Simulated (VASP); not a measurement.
Wanted: the native input for a VASP 6.6.1 run.

| Quantity | Value |
| --- | --- |
| Task | single point |
| Functional | PBEsol |
| Potentials or basis | VASP PAW PBE potentials, release 64 (Ti_sv, Co) |
| Cutoff | 520 eV |
| k mesh | 12 × 12 × 12 |
| Occupations | gaussian, width 0.15 eV |
| Spin | collinear spin, ferromagnetic start |
| Starting moments | [0.8, 1.76, 1.76, 1.76] μB |
| Fixed moment | 6.08 μB |
| Dipole correction | no |
| Further INCAR settings | ALGO = Fast; EDIFF = 1e-06; NBANDS = 32 |

The structure of TiCo3 lies in POSCAR:

```
TiCo3
1.0
    3.8004616244      0.0000000000      0.0000000000
    0.0000000000      3.8004616244      0.0000000000
    0.0000000000      0.0000000000      3.8004616244
Ti Co
1 3
Direct
    0.0000000000      0.0000000000      0.0000000000
    0.0000000000      0.5000000000      0.5000000000
    0.5000000000      0.0000000000      0.5000000000
    0.5000000000      0.5000000000      0.0000000000
```

The input as run:

INCAR

```
ALGO     = Fast           # electronic algorithm
EDIFF    = 1E-6           # SCF threshold, eV
ENCUT    = 520            # plane-wave cutoff, eV
GGA      = PS             # functional
ISIF     = 2              # what is computed and relaxed
ISMEAR   = 0              # smearing method
ISPIN    = 2              # spin polarisation
LASPH    = True           # aspherical terms in the spheres
LCHARG   = False          # write CHGCAR
LMAXMIX  = 4              # l up to which the mixer works
LORBIT   = 11             # projections on sites
LREAL    = False          # projectors in reciprocal space
LWAVE    = False          # write WAVECAR
MAGMOM   = 0.8 1.76 1.76 1.76 # initial moments
NBANDS   = 32             # bands
NELM     = 150            # most SCF steps
NUPDOWN  = 6.08           # fixed moment
PREC     = Accurate       # precision mode
SIGMA    = 0.15           # smearing width, eV
```

KPOINTS

```
k-points
0
Gamma
  12 12 12
```

Potentials or basis: VASP PAW PBE potentials, release 64 (Ti_sv, Co).

The run is started by

```console
$ cat potpaw_PBE.64/Ti_sv/POTCAR potpaw_PBE.64/Co/POTCAR > POTCAR
$ mpirun -np 1 vasp_std > vasp.out
```

Results of the run:

The pressure is -17.5 GPa and the net moment is 6.08 μB per cell. The site moments are Ti +0.19; Co +1.91 μB and the valence electrons inside the program's atomic spheres are Ti 10.20; Co 8.02.

Caveat: the cell stands under tension; the PAW data sets were made with another functional, which shifts forces and pressure a little; the total moment is fixed, so each spin has its own Fermi level and the state may be an excited one.

It took 5.6 min on 1 thread of Oxide Virtual Turin-like Processor (shared host), peak memory 0.3 GiB.
